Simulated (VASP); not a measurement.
A run of VASP 6.6.1 is set up as follows.

The input INCAR:

```
SYSTEM = FeGe
PREC = Accurate
ENCUT = 520
EDIFF = 1E-7
ISMEAR = 0
SIGMA = 0.1
LREAL = .FALSE.
LASPH = .TRUE.
NELM = 150
ALGO = Normal
ISIF = 2
LWAVE = .FALSE.
LCHARG = .FALSE.
ISPIN = 2
MAGMOM = 1.2 1.2 1.2 1.2 0 0 0 0
LORBIT = 11
LMAXMIX = 4
GGA = PS
NBANDS = 58
```

The input KPOINTS:

```
regular mesh
0
G
  8 8 8
  0 0 0
```

Contents of POSCAR:

```
FeGe
1.0
    4.6419779129      0.0000000000      0.0000000000
    0.0000000000      4.6419779129      0.0000000000
    0.0000000000      0.0000000000      4.6419779129
Fe Ge
4 4
Direct
    0.1344217260      0.1344217260      0.1344217260
    0.3655782740      0.8655782740      0.6344217260
    0.6344217260      0.3655782740      0.8655782740
    0.8655782740      0.6344217260      0.3655782740
    0.8414262697      0.8414262697      0.8414262697
    0.6585737303      0.1585737303      0.3414262697
    0.3414262697      0.6585737303      0.1585737303
    0.1585737303      0.3414262697      0.6585737303
```

Potentials or basis: VASP PAW PBE potentials, release 64 (Fe, Ge_d).

Launch:

```bash
$ cat potpaw_PBE.64/Fe/POTCAR potpaw_PBE.64/Ge_d/POTCAR > POTCAR
$ mpirun -np 1 vasp_std > vasp.out
```

Task: Predict the largest force.

Result: 0.017 eV/Å.

Task: Estimate the site moments.

Result: Fe +1.13; Ge -0.07 μB.

Task: Estimate the net moment.

Result: 4.12 μB per cell.

Task: What does it give for the pressure?

Result: -4.7 GPa.

Forces in eV/Å, atoms in the order of the input:
```
Fe   0.010  0.010  0.010
Fe  -0.010 -0.010  0.010
Fe   0.010 -0.010 -0.010
Fe  -0.010  0.010 -0.010
Ge   0.001  0.001  0.001
Ge  -0.001 -0.001  0.001
Ge   0.001 -0.001 -0.001
Ge  -0.001  0.001 -0.001
```

Caveat: the PAW data sets were made with another functional, which shifts forces and pressure a little.
